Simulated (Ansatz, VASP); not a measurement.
## One calculation of Si2Ge3, two programs

```xyz
10
Lattice="3.2885 0.0000 0.0000 -1.6442 2.8479 0.0000 0.0000 0.0000 18.8455" Properties=species:S:1:pos:R:3 pbc="T T T"
Si    0.0000    1.8986   12.2496
Si    0.0000    1.8986   16.0186
Si    1.6442    0.9493    2.8268
Si    1.6442    0.9493    6.5959
Ge    0.0000    1.8986    0.9423
Ge    0.0000    1.8986    4.7114
Ge    0.0000    1.8986    8.4805
Ge    1.6442    0.9493   10.3650
Ge    1.6442    0.9493   14.1341
Ge    1.6442    0.9493   17.9032
```

Alike in both runs: task single point; functional PBE; k mesh 6 × 6 × 1; occupations gaussian, width 0.1 eV; no spin polarisation.

|  | VASP | Ansatz |
| --- | --- | --- |
| version | VASP 6.6.1 | Ansatz 0.2.0 |
| potentials or method | VASP PAW PBE potentials, release 64 (Si, Ge_d), cutoff 520 eV | scalar-relativistic, plane waves, PAW |
| valence electrons in the cell | 100 | 100 |

Ansatz gave:

```
gap on the k mesh at the Fermi level (eV)                     : none
pressure (GPa)                                                : 2.8
traceless stress, the component that is largest in VASP (GPa) : 1.91
rms of the force components (eV/Å)                            : 0.290
```

Q: Estimate VASP's values.

A: gap on the k mesh at the Fermi level (eV): none; pressure (GPa): 2.8; traceless stress, the component that is largest in VASP (GPa): 1.90; rms of the force components (eV/Å): 0.292.

Atom by atom the forces differ by 0.002 eV/Å (rms over components). A gap of «none» marks a metal or a gap that the smearing closes. With one functional, cell and mesh, what is left measures potentials, basis and numerics.

The k mesh is coarse, so the values compare programs but aren't converged.
